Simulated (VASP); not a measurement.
# MgS in VASP: further runs

Aim: see how the results for MgS move with the level of theory and the settings. Levels: PBE, r2SCAN. Tasks: single point.

All numbers are computed with VASP 6.6.1; they aren't measurements. Logs are shortened: lines on timing, memory, paths and dates and some standing lists are left out, and cuts for length are marked.

**1. The cell of the first run**

Symmetry: P6_3mc, No. 186, hexagonal system. The conventional cell has a = 4.230 Å, b = 4.230 Å, c = 6.052 Å, α = 90.00°, β = 90.00°, γ = 120.00°. Mg (site symmetry 3m) has 4 S at 2.48 to 2.50 Å within 3.3 Å. S (site symmetry 3m) has 4 Mg at 2.48 to 2.50 Å within 3.3 Å.

**2. Single point, PBE (epitaxial xy strain +5.0%)**

The input, INCAR:

```
SYSTEM = MgS
PREC = Accurate
ENCUT = 520
EDIFF = 1E-7
ISMEAR = -1
SIGMA = 0.02
LREAL = .False.
LASPH = .True.
NELM = 60
ALGO = Normal
ISIF = 2
LWAVE = .False.
LCHARG = .False.
GGA = PE
NBANDS = 16
```

The input, KPOINTS:

```
regular mesh
0
Gamma
  12 12 4
  0 0 0
```

The input, POSCAR:

```
MgS
1.0
    4.2300569194      0.0000000000      0.0000000000
   -2.1150284597      3.6633367517      0.0000000000
    0.0000000000      0.0000000000      6.0524117290
Mg S
2 2
Direct
    0.3333333333      0.6666666667     -0.0170095519
    0.6666666667      0.3333333333      0.4829904481
    0.3333333333      0.6666666667      0.3920095519
    0.6666666667      0.3333333333      0.8920095519
```

Potentials or basis: VASP PAW PBE potentials, release 64 (Mg, S).

Command:

```
$ cat potpaw_PBE.64/Mg/POTCAR potpaw_PBE.64/S/POTCAR > POTCAR
$ mpirun -np 1 vasp_std > vasp.out
```

OUTCAR:

```text
SYSTEM = MgS
   PREC = Accurate
   ENCUT = 520
   EDIFF = 1E-7
   ISMEAR = -1
   LREAL = .False.
   LASPH = .True.
   NELM = 60
   ISIF = 2
   GGA = PE

 ion  position               nearest neighbor table
   1  0.333  0.667  0.983-   3 2.48   4 2.50   4 2.50   4 2.50
   2  0.667  0.333  0.483-   4 2.48   3 2.50   3 2.50   3 2.50
   3  0.333  0.667  0.392-   1 2.48   2 2.50   2 2.50   2 2.50
   4  0.667  0.333  0.892-   2 2.48   1 2.50   1 2.50   1 2.50

  LATTYP: Found a hexagonal cell.
 ALAT       =     4.2300569194
 C/A-ratio  =     1.4308109428

  Lattice vectors:

 A1 = (   4.2300569194,   0.0000000000,   0.0000000000)
 A2 = (  -2.1150284597,   3.6633367517,   0.0000000000)
 A3 = (   0.0000000000,   0.0000000000,   6.0524117290)

Analysis of symmetry for initial positions (statically):
=====================================================================
 Subroutine PRICEL returns:
 Original cell was already a primitive cell.

 Routine SETGRP: Setting up the symmetry group for a
 hexagonal supercell.

 Subroutine GETGRP returns: Found 12 space group operations
 (whereof  6 operations were pure point group operations)
 out of a pool of 24 trial point group operations.

The static configuration has the point symmetry C_3v.
 The point group associated with its full space group is C_6v.

Analysis of symmetry for dynamics (positions and initial velocities):
=====================================================================
 Subroutine PRICEL returns:
 Original cell was already a primitive cell.

 Routine SETGRP: Setting up the symmetry group for a
 hexagonal supercell.

 Subroutine GETGRP returns: Found 12 space group operations
 (whereof  6 operations were pure point group operations)
 out of a pool of 24 trial point group operations.

The dynamic configuration has the point symmetry C_3v.
 The point group associated with its full space group is C_6v.

 Subroutine INISYM returns: Found 12 space group operations
 (whereof  6 operations are pure point group operations),
 and found     1 'primitive' translations

----------------------------------------------------------------------------------------

                                     Primitive cell

  volume of cell :      93.7889

  direct lattice vectors                    reciprocal lattice vectors
     4.230056919  0.000000000  0.000000000     0.236403438  0.136487589  0.000000000
    -2.115028460  3.663336752  0.000000000     0.000000000  0.272975177  0.000000000
     0.000000000  0.000000000  6.052411729     0.000000000  0.000000000  0.165223393

  length of vectors
     4.230056919  4.230056919  6.052411729     0.272975177  0.272975177  0.165223393

  position of ions in fractional coordinates (direct lattice)
     0.333333333  0.666666667  0.982990448
     0.666666667  0.333333333  0.482990448
     0.333333333  0.666666667  0.392009552
     0.666666667  0.333333333  0.892009552

  ion indices of the primitive-cell ions
   primitive index   ion index
                 1           1
                 2           2
                 3           3
                 4           4

----------------------------------------------------------------------------------------

 KPOINTS: regular mesh

Automatic generation of k-mesh.
 Grid dimensions read from file:
 generate k-points for:   12   12    4

 Generating k-lattice:

  Cartesian coordinates                     Fractional coordinates (reciprocal lattice)
     0.019700287  0.011373966  0.000000000     0.083333333  0.000000000  0.000000000
     0.000000000  0.022747931  0.000000000     0.000000000  0.083333333  0.000000000
     0.000000000  0.000000000  0.041305848     0.000000000  0.000000000  0.250000000

  Length of vectors
     0.022747931  0.022747931  0.041305848

  Shift w.r.t. Gamma in fractional coordinates (k-lattice)
     0.000000000  0.000000000  0.000000000

 Subroutine IBZKPT returns following result:
 ===========================================

 Found     57 irreducible k-points:

 Following reciprocal coordinates:
            Coordinates               Weight
  0.000000  0.000000  0.000000      1.000000
  0.083333 -0.000000  0.000000      6.000000
  0.166667  0.000000  0.000000      6.000000
  0.250000  0.000000  0.000000      6.000000
  0.333333 -0.000000  0.000000      6.000000
  0.416667 -0.000000  0.000000      6.000000
[... 16 lines left out ...]
  0.250000  0.000000  0.250000     12.000000
  0.333333 -0.000000  0.250000     12.000000
 [... further k-points ...]
   k-points           NKPTS =     57   k-points in BZ     NKDIM =     57   number of bands    NBANDS=     16
   number of dos      NEDOS =    301   number of ions     NIONS =      4
   total plane-waves  NPLWV =  49152
   dimension x,y,z NGX =    32 NGY =   32 NGZ =   48
   dimension x,y,z NGXF=    64 NGYF=   64 NGZF=   96
   ions per type =               2   2
   NGX,Y,Z   is equivalent  to a cutoff of  12.58, 12.58, 13.18 a.u.
   NGXF,Y,Z  is equivalent  to a cutoff of  25.15, 25.15, 26.37 a.u.
 SYSTEM =  MgS
   PREC   = accura    normal or accurate (medium, high low for compatibility)
   ISTART =      0    job   : 0-new  1-cont  2-samecut
   ICHARG =      2    charge: 1-file 2-atom 10-const
   ISPIN  =      1    spin polarized calculation?
   LNONCOLLINEAR =      F non collinear calculations
   LSORBIT =      F    spin-orbit coupling
   LASPH  =      T    aspherical Exc in radial PAW
   ENCUT  =  520.0 eV  38.22 Ry    6.18 a.u.   7.87  7.87 11.25*2*pi/ulx,y,z
   NELM   =     60;   NELMIN=  2; NELMDL= -5     # of ELM steps
   EDIFF  = 0.1E-06   stopping-criterion for ELM
   LREAL  =      F    real-space projection
   EDIFFG = 0.1E-05   stopping-criterion for IOM
   NSW    =      0    number of steps for IOM
   IBRION =     -1    ionic relax: 0-MD 1-quasi-New 2-CG
   NFREE  =      0    steps in history (QN), initial steepest desc. (CG)
   ISIF   =      2    stress and relaxation
   ISYM   =      2    0-nonsym 1-usesym 2-fastsym
   POTIM  = 0.5000    time-step for ionic-motion
   TEBEG  =    0.0;   TEEND  =   0.0 temperature during run
   PSTRESS=    0.0 pullay stress
   NELECT =      16.0000    total number of electrons
   NUPDOWN=      -1.0000    fix difference up-down
   EMIN   =  10.00;   EMAX   =-10.00  energy-range for DOS
   EFERMI =   0.00;   METHOD = LEGACY
   ISMEAR =    -1;   SIGMA  =   0.02  broadening in eV -4-tet -1-fermi 0-gaus
   EFERMI_NEDOS =   21; number of points for ismear=-14 and -15
   IALGO  =     38    algorithm
   IMIX   =      4    mixing-type and parameters
     AMIX     =   0.40;   BMIX     =  1.00
     AMIX_MAG =   1.60;   BMIX_MAG =  1.00
  volume/ion in A,a.u.               =      23.45       158.23
  Fermi-wavevector in a.u.,A,eV,Ry     =   0.907955  1.715786 11.216402  0.824382
  Thomas-Fermi vector in A             =   2.031824
   LORBIT       =      0    0 simple, 1 ext, 2 COOP (PROOUT), +10 PAW based schemes
   GGA     = PE    functional components
   LHFCALC =     F    Hartree Fock is set to
   AEXX    =    0.0000 exact exchange contribution
   IVDW    =     0    specifies the selected vdW correction
   LEPSILON=     F    determine dielectric tensor
   LRPA    =     F    only Hartree local field effects (RPA)
 non-spin polarized calculation
  energy-cutoff  :      520.00
  volume of cell :       93.79
 maximum number of plane-waves:      2561
 NGX is ok and might be reduce to    32
   NGX = 15   NGY = 15   NGZ = 23

 number of electron      16.0000000 magnetization

 Free energy of the ion-electron system (eV)
  ---------------------------------------------------
  ext. energy  EPLUGINS =         0.00000000
  ---------------------------------------------------
  free energy    TOTEN  =       -16.88650743 eV

  energy without entropy =      -16.88650743  energy(sigma->0) =      -16.88650743

 E-fermi :   1.7669     XC(G=0):  -8.2595

 val. band max:        1.3498598760   @ k =   0.0000   0.0000   0.0000
 cond. band min:       4.2158233487   @ k =   0.0000   0.0000   0.0000
 fundamental gap:      2.8659634727
 Fermi energy:         1.7668803849

 k-point     1 :       0.0000    0.0000    0.0000
  band No.  band energies     occupation
      1     -10.2878      2.00000
      2      -9.4211      2.00000
      3      -1.9372      2.00000
      4       0.1494      2.00000
      5       0.1494      2.00000
      6       0.7632      2.00000
[... 8 lines left out ...]
     15       9.8657      0.00000
     16       9.8657      0.00000

 k-point     2 :       0.0833   -0.0000    0.0000
  band No.  band energies     occupation
      1     -10.2585      2.00000
      2      -9.4134      2.00000
      3      -1.8897      2.00000
      4      -0.0292      2.00000
      5       0.0958      2.00000
      6       0.5525      2.00000
[... 8 lines left out ...]
     15       9.5504      0.00000
     16       9.7095      0.00000

 k-point     3 :       0.1667    0.0000    0.0000
  band No.  band energies     occupation
      1     -10.1746      2.00000
      2      -9.3945      2.00000
      3      -1.7509      2.00000
      4      -0.4649      2.00000
      5      -0.0355      2.00000
      6       0.0940      2.00000
[... 8 lines left out ...]
     15       9.3594      0.00000
     16       9.8298      0.00000

 k-point     4 :       0.2500    0.0000    0.0000
  band No.  band energies     occupation
      1     -10.0484      2.00000
      2      -9.3765      2.00000
      3      -1.5371      2.00000
      4      -0.9677      2.00000
      5      -0.3900      2.00000
      6      -0.1913      2.00000
[... 8 lines left out ...]
     15       9.4899      0.00000
     16      10.0613      0.00000

 k-point     5 :       0.3333   -0.0000    0.0000
  band No.  band energies     occupation
      1      -9.9012      2.00000
      2      -9.3744      2.00000
      3      -1.4729      2.00000
      4      -1.1961      2.00000
      5      -0.7889      2.00000
      6      -0.3289      2.00000
[... 8 lines left out ...]
     15      10.0910      0.00000
     16      10.3479      0.00000

 k-point     6 :       0.4167   -0.0000    0.0000
  band No.  band energies     occupation
      1      -9.7671      2.00000
      2      -9.3960      2.00000
      3      -1.7404      2.00000
      4      -1.0769      2.00000
      5      -0.9069      2.00000
      6      -0.4212      2.00000
[... 8 lines left out ...]
     15      10.1638      0.00000
     16      11.4692      0.00000
[... 267 lines left out ...]
 k-point    21 :       0.0833   -0.0000    0.2500
  band No.  band energies     occupation
      1     -10.1503      2.00000
      2      -9.5561      2.00000
      3      -1.5622      2.00000
      4       0.0836      2.00000
      5       0.1846      2.00000
      6       0.2249      2.00000
[... 8 lines left out ...]
     15       9.2030      0.00000
     16       9.8700      0.00000

 k-point    22 :       0.1667    0.0000    0.2500
  band No.  band energies     occupation
      1     -10.0730      2.00000
      2      -9.5237      2.00000
      3      -1.5405      2.00000
      4      -0.3553      2.00000
      5      -0.1453      2.00000
      6       0.0648      2.00000
[... 8 lines left out ...]
     15       9.2526      0.00000
     16       9.9445      0.00000

 k-point    23 :       0.2500    0.0000    0.2500
  band No.  band energies     occupation
      1      -9.9580      2.00000
      2      -9.4838      2.00000
      3      -1.5947      2.00000
      4      -0.8517      2.00000
      5      -0.3864      2.00000
      6      -0.0797      2.00000
[... 8 lines left out ...]
     15       9.7826      0.00000
     16       9.9250      0.00000

 k-point    24 :       0.3333   -0.0000    0.2500
  band No.  band energies     occupation
      1      -9.8268      2.00000
      2      -9.4541      2.00000
      3      -1.7787      2.00000
      4      -1.2531      2.00000
      5      -0.4132      2.00000
      6      -0.2090      2.00000
[... 8 lines left out ...]
     15      10.0355      0.00000
     16      10.4805      0.00000

 [... further k-points ...]

------------------------ aborting loop because EDIFF is reached ----------------------------------------

  FORCE on cell =-STRESS in cart. coord.  units (eV):
  Direction    XX          YY          ZZ          XY          YZ          ZX
  --------------------------------------------------------------------------------------
  -------------------------------------------------------------------------------------
  Total       -1.6684351     -1.6684351      0.3873011      0.0000000     -0.0000000      0.0000000
  in kB      -28.5015436    -28.5015436      6.6161866      0.0000000     -0.0000000      0.0000000
  external PRESSURE =     -16.7956335 kB  Pullay stress =       0.0000000 kB

 VOLUME and BASIS-vectors are now :
 -----------------------------------------------------------------------------
  energy-cutoff  :      520.00
  volume of cell :       93.79
      direct lattice vectors                 reciprocal lattice vectors
     4.230056919  0.000000000  0.000000000     0.236403438  0.136487589  0.000000000
    -2.115028460  3.663336752  0.000000000     0.000000000  0.272975177  0.000000000
     0.000000000  0.000000000  6.052411729     0.000000000  0.000000000  0.165223393

 POSITION                                       TOTAL-FORCE (eV/Angst)
 -----------------------------------------------------------------------------------
     -0.00000      2.44222      5.94946         0.000000     -0.000000     -0.017483
      2.11503      1.22111      2.92326        -0.000000      0.000000     -0.017483
     -0.00000      2.44222      2.37260        -0.000000      0.000000      0.017483
      2.11503      1.22111      5.39881         0.000000      0.000000      0.017483
 -----------------------------------------------------------------------------------
    total drift:                               -0.000000     -0.000000     -0.000626

  FREE ENERGIE OF THE ION-ELECTRON SYSTEM (eV)
  ---------------------------------------------------
  free  energy   TOTEN  =       -16.8865074328 eV

  energy  without entropy=      -16.8865074328  energy(sigma->0) =      -16.88650743
```

Wall time 2 min (1 thread of Intel Xeon 8259CL, shared host); peak memory 0.25 GiB.

Results:

```yaml
Free_energy: -16.8865 eV
Pressure: -1.7 GPa
Largest_force: 0.017 eV/Å
Band_gap_on_the_k_mesh: 2.87 eV
```

Forces on the atoms (eV/Å):
```
Mg   0.000  0.000 -0.017
Mg   0.000  0.000 -0.017
S    0.000  0.000  0.017
S    0.000  0.000  0.017
```

Caveat: the cell differs from its parent crystal (epitaxial xy strain +5.0%); the structure was generated, so it needn't be the stable form of MgS. A k mesh can miss the band edges.

(Part 1 of 3 ends here.)
